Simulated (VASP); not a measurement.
# Ta6HN6 (a cell with a defect) in VASP: further runs

The runs below take Ta6HN6 (a cell with a defect) through single point, with PBE.

Everything below comes from runs of VASP 6.6.1. Logs are shortened: lines on timing, memory, paths and dates and some standing lists are left out, and cuts for length are marked.

## Step 1: The cell of the first run

The cell holds a defect, 13 atoms: a = 5.226 Å, b = 5.226 Å, c = 5.845 Å, α = 90.00°, β = 90.00°, γ = 120.00°.

## Step 2: Single point, PBE

The input, INCAR:

```
SYSTEM = Ta6HN6
PREC = Accurate
ENCUT = 520
EDIFF = 1E-7
ISMEAR = 0
SIGMA = 0.1
LREAL = .False.
LASPH = .True.
NELM = 60
ALGO = Normal
ISIF = 2
LWAVE = .False.
LCHARG = .True.
GGA = PE
LELF = .True.
LVHAR = .True.
NBANDS = 60
```

The input, KPOINTS:

```
Automatic mesh
0
Gamma
  5 5 4
  0 0 0.5
```

The input, POSCAR:

```
Ta6HN6
1.0
    2.6129454195     -4.5257542241      0.0000000000
   -5.2258908391      0.0000000000      0.0000000000
    0.0000000000      0.0000000000     -5.8452938781
Ta N H
6 6 1
Direct
    0.3331522052      0.6682980254      0.2499995775
    0.3250404081      0.6610344441      0.7499995879
    0.6657988593      0.3343931463      0.2499995775
    0.6632247028      0.3263311465      0.7499995879
    1.0046526556      1.0108746465      0.4906357250
    1.0046526556      1.0108748379      0.0093634300
    0.9998099269      0.6062944800      0.4956388952
    0.9998099269      0.6062944800      0.0043602598
    0.3969822290      0.3987792629      0.5005125595
    0.3969822290      0.3987792629     -0.0005134045
    0.6037294260     -0.0003388823      0.5007219587
    0.6037294260     -0.0003388823     -0.0007228037
   -0.0786028101     -0.1833524431      0.7499995879
```

Potentials or basis: VASP PAW PBE potentials, release 64 (Ta_pv, N, H).

On the command line:

```bash
cat potpaw_PBE.64/Ta_pv/POTCAR potpaw_PBE.64/N/POTCAR potpaw_PBE.64/H/POTCAR > POTCAR
mpirun -np 1 vasp_std > vasp.out
```

OUTCAR:

```text
SYSTEM = Ta6HN6
   PREC = Accurate
   ENCUT = 520
   EDIFF = 1E-7
   ISMEAR = 0
   LREAL = .False.
   LASPH = .True.
   NELM = 60
   ISIF = 2
   GGA = PE

 ion  position               nearest neighbor table
   1  0.333  0.668  0.250-   8 2.15   7 2.15  11 2.17  12 2.17  10 2.17   9 2.17   2 2.92   2 2.92
                             3 3.01   3 3.02   3 3.02   6 3.29   5 3.29   5 3.35   6 3.35   5 3.35
   2  0.325  0.661  0.750-  10 2.16   9 2.16   8 2.17   7 2.17  12 2.19  11 2.19   1 2.92   1 2.92
                             4 3.00   4 3.01   4 3.05   6 3.31   5 3.31   5 3.39   6 3.39   6 3.43
   3  0.666  0.334  0.250-   8 2.16   7 2.16  10 2.17   9 2.17  11 2.18  12 2.18   4 2.92   4 2.92
                             1 3.01   1 3.02   1 3.02   5 3.31   6 3.31   6 3.31   5 3.31   5 3.37
   4  0.663  0.326  0.750-  12 2.15  11 2.15  10 2.18   9 2.18   8 2.21   7 2.21  13 2.22   3 2.92
                             3 2.92   2 3.00   2 3.01   2 3.05   6 3.34   5 3.34   6 3.34   5 3.34
   5  0.005  0.011  0.491-  13 1.75   9 2.04  11 2.07   7 2.10   6 2.81   6 3.03   1 3.29   3 3.31
                             2 3.31   3 3.31   4 3.34   4 3.34   1 3.35   1 3.35   3 3.37   2 3.39
   6  0.005  0.011  0.009-  13 1.75  10 2.04  12 2.07   8 2.10   5 2.81   5 3.03   1 3.29   3 3.31
                             2 3.31   3 3.31   4 3.34   4 3.34   1 3.35   1 3.35   3 3.37   2 3.39
   7  1.000  0.606  0.496-   5 2.10   1 2.15   3 2.16   2 2.17   4 2.21
   8  1.000  0.606  0.004-   6 2.10   1 2.15   3 2.16   2 2.17   4 2.21
   9  0.397  0.399  0.501-   5 2.04   2 2.16   3 2.17   1 2.17   4 2.18
  10  0.397  0.399  0.999-   6 2.04   2 2.16   3 2.17   1 2.17   4 2.18
  11  0.604  1.000  0.501-   5 2.07   4 2.15   1 2.17   3 2.18   2 2.19
  12  0.604  1.000  0.999-   6 2.07   4 2.15   1 2.17   3 2.18   2 2.19
  13  0.921  0.817  0.750-   5 1.75   6 1.75   4 2.22

  LATTYP: Found a hexagonal cell.
 ALAT       =     5.2258908391
 C/A-ratio  =     1.1185258280

  Lattice vectors:

 A1 = (   2.6129454195,  -4.5257542241,   0.0000000000)
 A2 = (  -5.2258908391,   0.0000000000,   0.0000000000)
 A3 = (   0.0000000000,   0.0000000000,  -5.8452938781)

Analysis of symmetry for initial positions (statically):
=====================================================================
 Subroutine PRICEL returns:
 Original cell was already a primitive cell.

 Routine SETGRP: Setting up the symmetry group for a
 hexagonal supercell.

 Subroutine GETGRP returns: Found  2 space group operations
 (whereof  1 operations were pure point group operations)
 out of a pool of 24 trial point group operations.

The static configuration has the point symmetry C_1 .
 The point group associated with its full space group is C_1h.

Analysis of symmetry for dynamics (positions and initial velocities):
=====================================================================
[... 154 lines left out ...]
  volume/ion in A,a.u.               =      10.63        71.76
  Fermi-wavevector in a.u.,A,eV,Ry     =   1.454720  2.749023 28.792804  2.116211
  Thomas-Fermi vector in A             =   2.571838
   LORBIT       =      0    0 simple, 1 ext, 2 COOP (PROOUT), +10 PAW based schemes
   GGA     = PE    functional components
   LHFCALC =     F    Hartree Fock is set to
   AEXX    =    0.0000 exact exchange contribution
   IVDW    =     0    specifies the selected vdW correction
   LEPSILON=     F    determine dielectric tensor
   LRPA    =     F    only Hartree local field effects (RPA)
 non-spin polarized calculation
 Gauss-broadening in eV      SIGMA  =   0.10
  energy-cutoff  :      520.00
  volume of cell :      138.25
 maximum number of plane-waves:      3735
   NGX = 19   NGY = 19   NGZ = 21

 number of electron      97.0000005 magnetization

 Free energy of the ion-electron system (eV)
  ---------------------------------------------------
  ext. energy  EPLUGINS =         0.00000000
  ---------------------------------------------------
  free energy    TOTEN  =      -136.79152945 eV

  energy without entropy =     -136.77530360  energy(sigma->0) =     -136.78341653

 E-fermi :   8.5669     XC(G=0): -12.9882

 val. band max:        8.5608508480   @ k =   0.0000   0.4000   0.3750
 cond. band min:       8.5959654913   @ k =  -0.4000   0.4000   0.3750
 fundamental gap:      0.0351146433
 Fermi energy:         8.5669003344

 k-point     1 :       0.0000    0.0000    0.1250
  band No.  band energies     occupation
      1     -28.2087      2.00000
      2     -28.0299      2.00000
      3     -27.9821      2.00000
      4     -27.9714      2.00000
      5     -27.8333      2.00000
      6     -27.8244      2.00000
[... 1501 lines left out ...]
     59      11.2498      0.00000
     60      11.4092      0.00000

 [... further k-points ...]

------------------------ aborting loop because EDIFF is reached ----------------------------------------

  FORCE on cell =-STRESS in cart. coord.  units (eV):
  Direction    XX          YY          ZZ          XY          YZ          ZX
  --------------------------------------------------------------------------------------
  -------------------------------------------------------------------------------------
  Total        4.8797643      4.6175525      7.1324283      0.7370872      0.0000000      0.0000000
  in kB       56.5524963     53.5136743     82.6590382      8.5422410      0.0000000      0.0000000
  external PRESSURE =      64.2417363 kB  Pullay stress =       0.0000000 kB

 VOLUME and BASIS-vectors are now :
 -----------------------------------------------------------------------------
  energy-cutoff  :      520.00
  volume of cell :      138.25
      direct lattice vectors                 reciprocal lattice vectors
     2.612945419 -4.525754224  0.000000000     0.000000000 -0.220957646  0.000000000
    -5.225890839  0.000000000  0.000000000    -0.191354935 -0.110478823  0.000000000
     0.000000000  0.000000000 -5.845293878     0.000000000  0.000000000 -0.171077797

 POSITION                                       TOTAL-FORCE (eV/Angst)
 -----------------------------------------------------------------------------------
     -2.62194     -1.50776     -1.46132        -0.016916     -0.062547      0.000000
     -2.60518     -1.47105     -4.38397        -0.030147     -0.001128      0.000000
     -0.00781     -3.01324     -1.46132         0.005097     -0.096784      0.000000
      0.02760     -3.00159     -4.38397         0.046581      0.003814      0.000000
     -0.04467     -0.02106     -2.86791         0.006554     -0.171583      0.034050
     -0.04467     -0.02106     -0.05473         0.006554     -0.171583     -0.034050
     -0.55598     -4.52489     -2.89715         0.010381     -0.091433      0.034765
     -0.55598     -4.52489     -0.02549         0.010381     -0.091433     -0.034765
     -1.04668     -1.79664     -2.92564        -0.013715     -0.098236      0.006375
     -1.04668     -1.79664     -5.84229        -0.013715     -0.098236     -0.006375
     -3.64661     -2.73233     -2.92687         0.032682     -0.108839     -0.003230
     -3.64661     -2.73233     -5.84107         0.032682     -0.108839      0.003230
     -1.86015     -4.17002     -4.38397        -0.076418      1.096825      0.000000
 -----------------------------------------------------------------------------------
    total drift:                                0.000064     -0.000058     -0.000291

  FREE ENERGIE OF THE ION-ELECTRON SYSTEM (eV)
  ---------------------------------------------------
  free  energy   TOTEN  =      -136.7915294506 eV

  energy  without entropy=     -136.7753036006  energy(sigma->0) =     -136.78341653
```

It took 7.8 min on 1 thread of Intel Xeon 8259CL, shared host; peak memory 0.35 GiB.

Results:

- Free energy: -136.7915 eV
- Pressure: 6.4 GPa
- Largest force: 1.099 eV/Å
- Band gap on the k mesh: zero (an odd number of electrons rules out a gap without spin polarisation)

Forces on the atoms (eV/Å):
```
Ta  -0.017 -0.063  0.000
Ta  -0.030 -0.001  0.000
Ta   0.005 -0.097  0.000
Ta   0.047  0.004  0.000
Ta   0.007 -0.172  0.034
Ta   0.007 -0.172 -0.034
N    0.010 -0.091  0.035
N    0.010 -0.091 -0.035
N   -0.014 -0.098  0.006
N   -0.014 -0.098 -0.006
N    0.033 -0.109 -0.003
N    0.033 -0.109  0.003
H   -0.076  1.097  0.000
```

Levels at points of the mesh, in eV from the Fermi level:
```
           k point  band 46  band 47  band 48  band 49  band 50  band 51
(0.00, 0.00, 0.12)    -2.32    -1.57    -1.43     0.23     0.54     0.60
```

Caveat: spin-orbit coupling is left out, which moves the levels of the heavy elements.

## Step 3: Single point, PBE

The input, INCAR:

```
PREC = Accurate ; ENCUT = 520
EDIFF = 1E-7 ; ISMEAR = 0
SIGMA = 0.1 ; LREAL = F
LASPH = T ; NELM = 80
ALGO = Normal ; ISIF = 2
LWAVE = F ; LCHARG = T
GGA = PE ; LELF = T
LVHAR = T ; NBANDS = 60
```

KPOINTS is that of step 2.

The input, POSCAR:

```
Ta6HN6
1.0
    2.6129454195     -4.5257542241      0.0000000000
   -5.2258908391      0.0000000000      0.0000000000
    0.0000000000      0.0000000000     -5.8452938781
Ta N H
6 6 1
Direct
    0.3333020145      0.6675881834      0.2499995775
    0.3215203318      0.6601550213      0.7499995879
    0.6656667267      0.3337809530      0.2499995775
    0.6610652837      0.3239739514      0.7499995879
    1.0061405844      1.0083621326      0.4920120459
    1.0061405844      1.0083621326      0.0079871091
    0.9996530470      0.6061572941      0.4968976857
    0.9996530470      0.6061572941      0.0031014694
    0.3959329012      0.3974872657      0.5006032307
    0.3959329012      0.3974872657     -0.0006040757
    0.6047758814     -0.0009080999      0.5003426793
    0.6047758814     -0.0009080999     -0.0003435242
   -0.1566353286     -0.2102907616      0.7499995879
```

Potentials or basis: VASP PAW PBE potentials, release 64 (Ta_pv, N, H).

On the command line:

```bash
cat potpaw_PBE.64/Ta_pv/POTCAR potpaw_PBE.64/N/POTCAR potpaw_PBE.64/H/POTCAR > POTCAR
mpirun -np 1 vasp_std > vasp.out
```

OUTCAR:

```text
PREC = Accurate
   ENCUT = 520
   EDIFF = 1E-7
   ISMEAR = 0
   LREAL = F
   LASPH = T
   NELM = 80
   ISIF = 2
   GGA = PE

 ion  position               nearest neighbor table
   1  0.333  0.668  0.250-   8 2.16   7 2.16  12 2.17  11 2.17  10 2.17   9 2.17   2 2.92   2 2.92
                             3 3.01   3 3.02   3 3.02   6 3.30   5 3.30   6 3.34   5 3.34   6 3.36
   2  0.322  0.660  0.750-   8 2.15   7 2.15  10 2.17   9 2.17  12 2.20  11 2.20   1 2.92   1 2.92
                             4 2.99   4 3.00   4 3.06   6 3.31   5 3.31   6 3.36   5 3.36   6 3.45
   3  0.666  0.334  0.250-   8 2.16   7 2.16  10 2.17   9 2.17  12 2.18  11 2.18   4 2.92   4 2.92
                             1 3.01   1 3.02   1 3.02   5 3.30   6 3.30   6 3.33   5 3.33   5 3.36
   4  0.661  0.324  0.750-  13 2.12  12 2.14  11 2.14  10 2.17   9 2.17   8 2.21   7 2.21   3 2.92
                             3 2.92   2 2.99   2 3.00   2 3.06   6 3.33   5 3.33   6 3.35   5 3.35
   5  0.006  0.008  0.492-  13 1.83   9 2.04  11 2.07   7 2.09   6 2.83   6 3.02   1 3.30   3 3.30
                             2 3.31   4 3.33   3 3.33   1 3.34   4 3.35   1 3.36   2 3.36   3 3.36
   6  0.006  0.008  0.008-  13 1.83  10 2.04  12 2.07   8 2.09   5 2.83   5 3.02   1 3.30   3 3.30
                             2 3.31   4 3.33   3 3.33   1 3.34   4 3.35   1 3.36   2 3.36   3 3.36
   7  1.000  0.606  0.497-   5 2.09   2 2.15   1 2.16   3 2.16   4 2.21
   8  1.000  0.606  0.003-   6 2.09   2 2.15   1 2.16   3 2.16   4 2.21
   9  0.396  0.397  0.501-   5 2.04   2 2.17   1 2.17   3 2.17   4 2.17
  10  0.396  0.397  0.999-   6 2.04   2 2.17   1 2.17   3 2.17   4 2.17
  11  0.605  0.999  0.500-   5 2.07   4 2.14   1 2.17   3 2.18   2 2.20
  12  0.605  0.999  1.000-   6 2.07   4 2.14   1 2.17   3 2.18   2 2.20
  13  0.843  0.790  0.750-   6 1.83   5 1.83   4 2.12

  LATTYP: Found a hexagonal cell.
 ALAT       =     5.2258908391
 C/A-ratio  =     1.1185258280

  Lattice vectors:

 A1 = (   2.6129454195,  -4.5257542241,   0.0000000000)
 A2 = (  -5.2258908391,   0.0000000000,   0.0000000000)
 A3 = (   0.0000000000,   0.0000000000,  -5.8452938781)

Analysis of symmetry for initial positions (statically):
[... 185 lines left out ...]
   NGX = 19   NGY = 19   NGZ = 21

 number of electron      97.0000004 magnetization

 Free energy of the ion-electron system (eV)
  ---------------------------------------------------
  ext. energy  EPLUGINS =         0.00000000
  ---------------------------------------------------
  free energy    TOTEN  =      -137.22209753 eV

  energy without entropy =     -137.20894212  energy(sigma->0) =     -137.21551982

 E-fermi :   8.5940     XC(G=0): -12.9920

 val. band max:        8.5931328563   @ k =   0.4000   0.0000   0.3750
 cond. band min:       8.6998818220   @ k =  -0.4000   0.4000   0.3750
 fundamental gap:      0.1067489657
 Fermi energy:         8.5939554848

 k-point     1 :       0.0000    0.0000    0.1250
  band No.  band energies     occupation
      1     -28.2138      2.00000
      2     -28.0364      2.00000
      3     -28.0108      2.00000
      4     -27.9908      2.00000
      5     -27.8220      2.00000
      6     -27.8087      2.00000
[... 1501 lines left out ...]
     59      11.2548      0.00000
     60      11.3831      0.00000

 [... further k-points ...]

------------------------ aborting loop because EDIFF is reached ----------------------------------------

  FORCE on cell =-STRESS in cart. coord.  units (eV):
  Direction    XX          YY          ZZ          XY          YZ          ZX
  --------------------------------------------------------------------------------------
  -------------------------------------------------------------------------------------
  Total        4.0237956      4.9427079      5.3409779      0.7672620      0.0000000      0.0000000
  in kB       46.6325156     57.2819608     61.8975862      8.8919417      0.0000000      0.0000000
  external PRESSURE =      55.2706875 kB  Pullay stress =       0.0000000 kB

 VOLUME and BASIS-vectors are now :
 -----------------------------------------------------------------------------
  energy-cutoff  :      520.00
  volume of cell :      138.25
      direct lattice vectors                 reciprocal lattice vectors
     2.612945419 -4.525754224  0.000000000     0.000000000 -0.220957646  0.000000000
    -5.225890839  0.000000000  0.000000000    -0.191354935 -0.110478823  0.000000000
     0.000000000  0.000000000 -5.845293878     0.000000000  0.000000000 -0.171077797

 POSITION                                       TOTAL-FORCE (eV/Angst)
 -----------------------------------------------------------------------------------
     -2.61784     -1.50844     -1.46132        -0.002336     -0.080459      0.000000
     -2.60978     -1.45512     -4.38397        -0.020726     -0.029787      0.000000
     -0.00495     -3.01264     -1.46132         0.004147     -0.101070      0.000000
      0.03428     -2.99182     -4.38397         0.024541     -0.048663      0.000000
     -0.02765     -0.02779     -2.87595         0.038851     -0.119067     -0.002082
     -0.02765     -0.02779     -0.04669         0.038851     -0.119067      0.002082
     -0.55567     -4.52418     -2.90451         0.016291     -0.096984      0.006773
     -0.55567     -4.52418     -0.01813         0.016291     -0.096984     -0.006773
     -1.04267     -1.79190     -2.92617         0.016917     -0.079566     -0.003927
     -1.04267     -1.79190     -5.84176         0.016917     -0.079566      0.003927
     -3.64090     -2.73707     -2.92465         0.021847     -0.103274     -0.005085
     -3.64090     -2.73707     -5.84329         0.021847     -0.103274      0.005085
     -1.92327     -3.81686     -4.38397        -0.193437      1.057761      0.000000
 -----------------------------------------------------------------------------------
    total drift:                                0.000004      0.000378     -0.000278

  FREE ENERGIE OF THE ION-ELECTRON SYSTEM (eV)
  ---------------------------------------------------
  free  energy   TOTEN  =      -137.2220975285 eV

  energy  without entropy=     -137.2089421207  energy(sigma->0) =     -137.21551982
```

Run time: 8 min. Hardware: 1 thread of Intel Xeon 8259CL, shared host; peak memory 0.35 GiB.

What came out:

- Free energy: -137.2221 eV
- Pressure: 5.5 GPa
- Largest force: 1.075 eV/Å
- Band gap on the k mesh: zero (an odd number of electrons rules out a gap without spin polarisation)

Forces on the atoms (eV/Å):
```
Ta  -0.002 -0.080  0.000
Ta  -0.021 -0.030  0.000
Ta   0.004 -0.101  0.000
Ta   0.025 -0.049  0.000
Ta   0.039 -0.119 -0.002
Ta   0.039 -0.119  0.002
N    0.016 -0.097  0.007
N    0.016 -0.097 -0.007
N    0.017 -0.080 -0.004
N    0.017 -0.080  0.004
N    0.022 -0.103 -0.005
N    0.022 -0.103  0.005
H   -0.193  1.058  0.000
```

Caveat: spin-orbit coupling is left out, which moves the levels of the heavy elements.
